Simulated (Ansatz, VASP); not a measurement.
## One calculation of Al, two programs

```xyz
1
Lattice="0.0607 2.0543 2.0543 2.0543 0.0607 2.0543 2.0543 2.0543 0.0607" Properties=species:S:1:pos:R:3 pbc="T T T"
Al    0.0000    0.0000    0.0000
```

Change from the starting cell: equal xy, yz and zx shear strains of +3 %.

Alike in both runs: task single point; functional PBE; k mesh 14 × 14 × 14; occupations fermi-dirac, width 0.05 eV; no spin polarisation.

```csv
,VASP,Ansatz
version,VASP 6.6.1,Ansatz 0.2.0
potentials or method,"VASP PAW PBE potentials, release 64 (Al), cutoff 520 eV","all-electron LAPW, scalar-relativistic"
```

```csv
,VASP,Ansatz,Ansatz less VASP
pressure (GPa),-0.3,-0.3,+0.03
"traceless stress, the component that is largest in VASP (GPa)",-0.17,-0.17,-0.003
```

Ansatz ran all-electron here, and VASP with PAW potentials.
